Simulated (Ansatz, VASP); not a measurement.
## One calculation of Ni, two programs

```xyz
1
Lattice="0.0000 1.7679 1.7856 1.7679 0.0000 1.7856 1.7679 1.7679 0.0000" Properties=species:S:1:pos:R:3 pbc="T T T"
Ni    0.0000    0.0000    0.0000
```

Change from the starting cell: zz strain of +1 %, PAW files.

Alike in both runs: task electric field gradients; functional PBE; k mesh 20 × 20 × 20; occupations fermi-dirac, width 0.05 eV; collinear spin.

|  | VASP | Ansatz |
| --- | --- | --- |
| version | VASP 6.6.1 | Ansatz 0.2.0 |
| potentials or method | VASP PAW PBE potentials, release 64 (Ni) | PAW with Ansatz's default frozen-core files, scalar-relativistic |
| plane-wave cutoff (eV) | 520 | 420 |
| valence electrons in the cell | 10 | 18 |

```tsv
	VASP	Ansatz	Ansatz less VASP
pressure (GPa)	-4.6	-4.6	-0.04
traceless stress, the component that is largest in VASP (GPa)	-0.73	-0.77	-0.040
net moment per atom (μB)	0.63	0.64	+0.010
size of the moment on the site where the two differ most (μB)	0.65	0.68	+0.036
size of Vzz on the site where it differs most (V/Å²)	0.8	0.6	-0.14
```

Site moments also hang on the region over which each program counts them. VASP's potentials hold 10 valence electrons a cell and Ansatz's 18, so a difference there can come from the potentials and not from the codes.
